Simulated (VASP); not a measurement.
Write the native input for VASP 6.6.1 that does the following.

| Property | Result |
| --- | --- |
| Task | single point |
| Functional | PBE |
| Potentials or basis | VASP PAW PBE potentials, release 64 (Be, Au) |
| Cutoff | 520 eV |
| k mesh | 5 × 5 × 5 |
| Occupations | methfessel-paxton, width 0.3 eV |
| Spin | no spin polarisation |
| Dipole correction | no |
| Further INCAR settings | ALGO = Normal; EDIFF = 1e-06; NBANDS = 26 |

The structure of BeAu3 lies in POSCAR:

```
BeAu3
1.0
    4.0117060000      0.0000000000      0.0000000000
    0.0000000000      4.0117060000      0.0000000000
    0.0000000000      0.0000000000      4.0117060000
Be Au
1 3
Direct
    0.0000000000      0.0000000000      0.0000000000
    0.0000000000      0.5000000000      0.5000000000
    0.5000000000      0.0000000000      0.5000000000
    0.5000000000      0.5000000000      0.0000000000
```

One way to write it, as run:

INCAR

```
ALGO = Normal ; EDIFF = 1E-6
ENCUT = 520 ; GGA = PE
ISIF = 2 ; ISMEAR = 1
LASPH = T ; LCHARG = T
LELF = T ; LREAL = F
LVHAR = T ; LWAVE = F
NBANDS = 26 ; NELM = 100
PREC = Accurate ; SIGMA = 0.3
```

KPOINTS

```
k-points
0
Gamma
  5 5 5
```

Potentials or basis: VASP PAW PBE potentials, release 64 (Be, Au).

Command:

```console
$ cat potpaw_PBE.64/Be/POTCAR potpaw_PBE.64/Au/POTCAR > POTCAR
$ mpirun -np 1 vasp_std > vasp.out
```

Results of the run:

```
Pressure               : -1.6 GPa
Band gap on the k mesh : zero (an odd number of electrons rules out a gap without spin polarisation)
```

Caveat: so wide a smearing shifts energies and pressures; spin-orbit coupling is left out, which moves the levels of the heavy elements.

Run time: 7.9 s on 1 thread of AMD EPYC 9R45 96-Core Processor (Zen 5), with other jobs on the host, peak memory 0.14 GiB.
